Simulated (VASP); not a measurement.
The system is KI.

```xyz
2
Lattice="4.2912 0.0000 0.0000 0.0000 4.2912 0.0000 0.0000 0.0000 4.2912" Properties=species:S:1:pos:R:3 pbc="T T T"
K     0.0000    0.0000    0.0000
I     2.1456    2.1456    2.1456
```

- Program: VASP 6.6.1
- Task: relaxation of cell and atoms
- Functional: PBE
- Potentials or basis: VASP PAW PBE potentials, release 64 (K_sv, I)
- Cutoff: 600 eV
- k mesh: 6 × 6 × 6
- Occupations: gaussian, width 0.02 eV
- Spin: no spin polarisation

At the start: pressure 0.5 GPa; volume 39.51 Å³/atom.

Question: How do energy, volume and symmetry change on relaxing?

Answer: Over 4 steps the energy falls by 2.3 meV/atom and the volume is 41.02 Å³/atom (+3.8 %); space group Pm-3m (No. 221, to 0.05 Å).

Step by step:
```
step  energy change (eV)  largest force (eV/Å)  pressure (GPa)  volume (Å³)
   1              0.0000                0.0000            0.52        79.02
   2             -0.0035                0.0000            0.25        80.50
   3             -0.0045                0.0000           -0.08        82.55
   4             -0.0046                0.0000            0.00        82.05
```

Final structure:
```cif
data_structure
_symmetry_space_group_name_H-M 'P 1'
_symmetry_Int_Tables_number 1
_cell_length_a 4.3453
_cell_length_b 4.3453
_cell_length_c 4.3453
_cell_angle_alpha 90.000
_cell_angle_beta 90.000
_cell_angle_gamma 90.000
_cell_volume 82.05
loop_
_atom_site_label
_atom_site_type_symbol
_atom_site_fract_x
_atom_site_fract_y
_atom_site_fract_z
_atom_site_occupancy
K1 K 0.00000 0.00000 0.00000 1
I1 I 0.50000 0.50000 0.50000 1
```
